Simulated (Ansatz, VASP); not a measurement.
**CdS in VASP and in Ansatz**

POSCAR

```
CdS
1.0
    0.0000000000      2.9392148400      2.9392148400
    2.9301032740      0.0000000000      2.9392148400
    2.9301032740      2.9392148400      0.0000000000
Cd S
1 1
Direct
    0.0000000000      0.0000000000      0.0000000000
    0.2500000000      0.2500000000      0.2500000000
```

The input INCAR.step1:

```
SYSTEM = CdS
ALGO = Normal
EDIFF = 1E-4
ENCUT = 520
GGA = PE
ISMEAR = 0
LASPH = .True.
LCHARG = .False.
LREAL = .False.
LWAVE = .True.
NBANDS = 16
NELM = 100
PREC = Accurate
SIGMA = 0.01
```

The input INCAR.step2:

```
SYSTEM = CdS
ALGO = Normal
EDIFF = 1E-6
ENCUT = 520
ISIF = 2
ISMEAR = 0
ISTART = 1
LASPH = .True.
LCHARG = .False.
LMIXTAU = .True.
LREAL = .False.
LWAVE = .False.
METAGGA = R2SCAN
NBANDS = 16
NELM = 100
PREC = Accurate
SIGMA = 0.01
```

The input KPOINTS:

```
k-points
0
Gamma
  8 8 8
  0 0 0
```

Input for Ansatz:

```yaml
crystal:
  lattice:
    - [0.0, 2.93921484, 2.93921484]
    - [2.930103274, 0.0, 2.93921484]
    - [2.930103274, 2.93921484, 0.0]
  atoms:
    - { symbol: Cd, position: [0.0, 0.0, 0.0] }
    - { symbol: S, position: [0.25, 0.25, 0.25] }
kpoints:
  mp_grid: { grid: [8, 8, 8] }
  band_path:
    path:
      - [0.0, 0.0, 0.0]
      - [-0.5, -0.5, 0.0]
      - [-0.375, -0.375, 0.25]
      - [-0.375, 0.0, 0.375]
      - [0.0, 0.0, 0.5]
      - [-0.5, -0.25, 0.25]
    npoints: 1
hamiltonian:
  xc: r2scan
scf:
  occupations: { method: fixed }
  n_extra_bands: 4
output:
  forces: true
  stress: true
  eigenvalues: true
  write_density: true
  write_potential: true
  elf: true
  volumetric_format: npy
```

Change from the starting cell: uniaxial_x strain -0.3%.

Alike in both runs: task single point; functional r2SCAN; k mesh 8 × 8 × 8; no spin polarisation.

|  | VASP | Ansatz |
| --- | --- | --- |
| version | VASP 6.6.1 | Ansatz 0.2.0 |
| potentials or method | VASP PAW PBE potentials, release 64 (Cd, S) | plane waves, PAW |
| plane-wave cutoff (eV) | 520 | 500 |
| occupations | gaussian, width 0.01 eV | fixed |
| valence electrons in the cell | 18 | 26 |

```tsv
	VASP	Ansatz	Ansatz less VASP
gap on the k mesh at the Fermi level (eV)	1.54	1.54	+0.004
pressure (GPa)	0.5	0.2	-0.31
```

VASP's potentials were made for PBE, not for r2SCAN. VASP's potentials hold 18 valence electrons a cell and Ansatz's 26, so a difference there can come from the potentials and not from the codes.
